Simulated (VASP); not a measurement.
**ZnS: single point with r2SCAN**

**The experiment to reproduce.**

“Electronic, vibrational, and thermodynamic properties of ZnS (zincblende and rocksalt structure)”, 2009, arxiv:0911.5022 quotes, for a bulk crystal of ZnS at 19 K: band gap 3.85 eV (direct).

The system is ZnS.

```xyz
2
Lattice="0.0000 2.6941 2.6941 2.6941 0.0000 2.6941 2.6941 2.6941 0.0000" Properties=species:S:1:pos:R:3 pbc="T T T"
Zn    1.3470    1.3470    1.3470
S     0.0000    0.0000    0.0000
```

| Property | Result |
| --- | --- |
| Program | VASP 6.6.1 |
| Task | single point |
| Functional | r2SCAN |
| Potentials or basis | VASP PAW PBE potentials, release 64 (Zn, S) |
| Cutoff | 520 eV |
| k mesh | 6 × 6 × 6 |
| Occupations | gaussian, width 0.01 eV |
| Spin | no spin polarisation |
| Dipole correction | no |
| Further INCAR settings | ALGO = Normal; EDIFF = 1e-07; NBANDS = 16 |

The pressure is 0.1 GPa. The band gap on the k mesh is 2.72 eV, direct.

Levels at points of the mesh, in eV from the valence-band top:
| k point | band 5 | band 6 | band 7 | band 8 | band 9 | band 10 | band 11 | band 12 | band 13 | band 14 |
| --- | --- | --- | --- | --- | --- | --- | --- | --- | --- | --- |
| (0.00, 0.00, 0.00) | -5.98 | -5.98 | 0.00 | 0.00 | 0.00 | 2.72 | 6.89 | 6.89 | 6.89 | 12.31 |
| (0.50, 0.00, 0.00) | -5.95 | -5.78 | -5.46 | -0.90 | -0.90 | 3.83 | 7.39 | 7.39 | 9.45 | 12.91 |
| (0.50, 0.50, 0.00) | -5.90 | -5.76 | -4.65 | -2.31 | -2.31 | 3.71 | 4.48 | 11.83 | 12.88 | 12.88 |

Run time: 56 s on 1 thread of Intel(R) Xeon(R) Platinum 8259CL CPU @ 2.50GHz (Skylake/Cascade Lake), on a shared host, peak memory 0.16 GiB.

Measured gap of ZnS: 3.85 eV (direct; 19 K; quoted in “Electronic, vibrational, and thermodynamic properties of ZnS (zincblende and rocksalt structure)”, 2009, arxiv:0911.5022). This calculation gives 2.72 eV (-1.13 eV). The value is that of r2SCAN, without temperature or zero-point motion.

Caveat: the PAW data sets were made with another functional, which shifts forces and pressure a little.
